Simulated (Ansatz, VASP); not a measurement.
One calculation of TiO2, two programs

INCAR

```
SYSTEM = TiO2
PREC = Accurate ; ENCUT = 520
EDIFF = 1E-6 ; ISMEAR = -1
SIGMA = 0.05 ; LREAL = .False.
LASPH = .True. ; NELM = 60
ALGO = Normal ; ISIF = 2
LWAVE = .False. ; LCHARG = .False.
GGA = CA ; NBANDS = 33
```

The input KPOINTS:

```
regular mesh
0
Gamma
  7 7 10
  0 0 0
```

File POSCAR:

```
TiO2
1.0
    4.5940000000      0.0000000000      0.0000000000
    0.0000000000      4.5940000000      0.0000000000
    0.0000000000      0.0000000000      3.0477700000
Ti O
2 4
Direct
    0.0000000000      0.0000000000      0.0000000000
    0.5000000000      0.5000000000      0.5000000000
    0.3060000000      0.3060000000      0.0000000000
    0.1940000000      0.8060000000      0.5000000000
    0.6940000000      0.6940000000      0.0000000000
    0.8060000000      0.1940000000      0.5000000000
```

Input for Ansatz:

```yaml
crystal:
  lattice:
    - [4.594, 0.0, 0.0]
    - [0.0, 4.594, 0.0]
    - [0.0, 0.0, 3.04777]
  atoms:
    - { symbol: Ti, position: [0.0, 0.0, 0.0] }
    - { symbol: Ti, position: [0.5, 0.5, 0.5] }
    - { symbol: O, position: [0.306, 0.306, 0.0] }
    - { symbol: O, position: [0.194, 0.806, 0.5] }
    - { symbol: O, position: [0.694, 0.694, 0.0] }
    - { symbol: O, position: [0.806, 0.194, 0.5] }
kpoints:
  mp_grid: { grid: [7, 7, 10] }
  band_path:
    path:
      - [0.0, 0.0, 0.0]
      - [0.0, 0.5, 0.0]
      - [0.5, 0.5, 0.0]
      - [0.0, 0.0, 0.0]
      - [0.0, 0.0, 0.5]
      - [0.0, 0.5, 0.5]
      - [0.5, 0.5, 0.5]
      - [0.0, 0.0, 0.5]
      - [0.0, 0.5, 0.0]
    npoints: 5
scf:
  occupations: { method: fermi_dirac, width: 0.05 }
hamiltonian:
  xc: lda
  pseudopotentials: { kind: all_electron, lapw: { basis_error: 0.0005 } }
output:
  forces: true
  stress: true
  eigenvalues: true
```

Change from the starting cell: zz strain of +3 %.

Alike in both runs: task single point; functional LDA; k mesh 7 × 7 × 10; occupations fermi-dirac, width 0.05 eV; no spin polarisation.

|  | VASP | Ansatz |
| --- | --- | --- |
| version | VASP 6.6.1 | Ansatz 0.2.0 |
| potentials or method | VASP PAW LDA potentials, release 64 (Ti_sv, O), cutoff 520 eV | all-electron LAPW, scalar-relativistic |

|  | VASP | Ansatz | Ansatz less VASP |
| --- | --- | --- | --- |
| pressure (GPa) | -14.3 | -15.1 | -0.83 |
| traceless stress, the component that is largest in VASP (GPa) | -7.69 | -7.92 | -0.227 |
| rms of the force components (eV/Å) | 0.004 | 0.006 | +0.0030 |

LDA's correlation is that of Perdew and Zunger in VASP and of Perdew and Wang (1992) in Ansatz. Atom by atom the forces differ by 0.010 eV/Å (rms over components). Ansatz ran all-electron here, and VASP with PAW potentials.
